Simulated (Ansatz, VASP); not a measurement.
## WS2: VASP beside Ansatz

The input INCAR:

```
SYSTEM = WS2
ALGO = Normal ; DIPOL = 0.5 0.5 0.390
EDIFF = 1E-6 ; ENCUT = 520
GGA = PE ; IDIPOL = 3
ISIF = 2 ; ISMEAR = 0
IVDW = 12 ; LASPH = .TRUE.
LCHARG = .TRUE. ; LDIPOL = .TRUE.
LELF = .TRUE. ; LREAL = .FALSE.
LVACPOTAV = .TRUE. ; LVHAR = .TRUE.
LWAVE = .FALSE. ; NBANDS = 35
NELM = 60 ; PREC = Accurate
SIGMA = 0.05
```

Contents of KPOINTS:

```
k-points
0
G
  9 9 1
  0 0 0
```

Contents of POSCAR:

```
WS2
1.0
    3.1595456682      0.0000000000      0.0000000000
   -1.5797728341      2.7362468131      0.0000000000
    0.0000000000      0.0000000000     23.8042574330
S W
4 2
Direct
    0.3333333333      0.6666666667      0.1890418137
    0.3333333333      0.6666666667      0.3214605092
    0.8333333333      1.0000000000      0.4575706151
    0.8333333333      1.0000000000      0.5899893106
    0.6666666667      0.3333333333      0.2552511584
    0.5000000000      1.3333333333      0.5237799598
```

Input for Ansatz:

```yaml
crystal:
  lattice:
    - [3.1595456682, 0.0, 0.0]
    - [-1.5797728341, 2.7362468131, 0.0]
    - [0.0, 0.0, 23.804257433]
  atoms:
    - { symbol: S, position: [0.3333333333, 0.6666666667, 0.1890418137] }
    - { symbol: W, position: [0.6666666667, 0.3333333333, 0.2552511584] }
    - { symbol: S, position: [0.3333333333, 0.6666666667, 0.3214605092] }
    - { symbol: S, position: [0.8333333333, 1.0, 0.4575706151] }
    - { symbol: W, position: [0.5, 1.3333333333, 0.5237799598] }
    - { symbol: S, position: [0.8333333333, 1.0, 0.5899893106] }
basis:
  ecutwfc: 420
kpoints:
  mp_grid: { grid: [9, 9, 1] }
hamiltonian:
  xc: pbe
  pseudopotentials: { kind: paw, azcp: { folder: soft_1 } }
  dispersion: d3bj
scf:
  occupations: { method: gaussian, width: 0.05 }
output:
  forces: true
  eigenvalues: true
efield:
  axis: 3
  dipole_correction: true
  ramp_width: 0.04
```

Alike in both runs: task single point; functional PBE; dispersion D3(BJ); k mesh 9 × 9 × 1; occupations gaussian, width 0.05 eV; no spin polarisation.

|  | VASP | Ansatz |
| --- | --- | --- |
| version | VASP 6.6.1 | Ansatz 0.2.0 |
| potentials or method | VASP PAW PBE potentials, release 64 (S, W_sv), cutoff 520 eV | scalar-relativistic, plane waves, PAW |
| valence electrons in the cell | 52 | 52 |

|  | VASP | Ansatz | Ansatz less VASP |
| --- | --- | --- | --- |
| gap on the k mesh at the Fermi level (eV) | 1.65 | 1.64 | -0.010 |
| least direct gap on the mesh (eV) | 1.91 | 1.91 | -0.003 |
| rms of the force components (eV/Å) | 0.020 | 0.020 | +0.0004 |

Neither program's run includes spin-orbit coupling.
